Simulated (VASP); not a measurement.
Input of a VASP 6.6.1 run:

Contents of POSCAR:

```
Ge
1.0
    0.0000000000      2.8289100000      2.8289100000
    2.8289100000      0.0000000000      2.8289100000
    2.8289100000      2.8289100000      0.0000000000
Ge
2
Direct
    0.0000000000      0.0000000000      0.0000000000
    0.2500000000      0.2500000000      0.2500000000
```

INCAR.step1

```
SYSTEM = Ge
ALGO = Normal
EDIFF = 1E-5
ENCUT = 550
GGA = PE
GGA_COMPAT = .False.
ISMEAR = 0
LASPH = .True.
LCHARG = .False.
LREAL = .False.
LWAVE = .True.
NBANDS = 21
NELM = 120
PREC = Accurate
SIGMA = 0.01
```

The input INCAR.step2:

```
SYSTEM = Ge
ALGO = Normal
EDIFF = 1E-6
ENCUT = 550
GGA_COMPAT = .False.
ISIF = 2
ISMEAR = 0
ISTART = 1
LASPH = .True.
LCHARG = .True.
LELF = .True.
LMIXTAU = .True.
LREAL = .False.
LVHAR = .True.
LWAVE = .False.
METAGGA = R2SCAN
NBANDS = 21
NELM = 120
PREC = Accurate
SIGMA = 0.01
```

The input KPOINTS:

```
k-points
0
Gamma
  6 6 6
  0 0 0
```

Potentials or basis: VASP PAW PBE potentials, release 64 (Ge_d).

Launch:

```sh
$ cat potpaw_PBE.64/Ge_d/POTCAR > POTCAR
$ cp INCAR.step1 INCAR
$ mpirun -np 1 vasp_std > vasp.out
$ cp INCAR.step2 INCAR
$ mpirun -np 1 vasp_std > vasp.out
```

**Question.** What does it give for the band gap on the k mesh?

**Answer.** 0.41 eV, direct.

**Question.** Predict the pressure.

**Answer.** 0.7 GPa.

Caveat: the PAW data sets were made with another functional, which shifts forces and pressure a little.

**The experiment to reproduce.**

“Electronic and optical properties of SixGe1-x-ySny alloys lattice-matched to Ge”, 2021, arxiv:2109.02782 reports, for a bulk crystal of Ge at 293 K: band gap 0.666 eV (indirect).

Measured gap of Ge: 0.666 eV (indirect; 293 K; “Electronic and optical properties of SixGe1-x-ySny alloys lattice-matched to Ge”, 2021, arxiv:2109.02782). This calculation gives 0.41 eV (-0.26 eV). 3 values of this kind are on record (0.666 to 0.807 eV); this one was drawn at random among those near their median. Spin-orbit coupling on Ge is left out. The value is that of r2SCAN on a finite k mesh, which can miss the band edges, without temperature or zero-point motion.
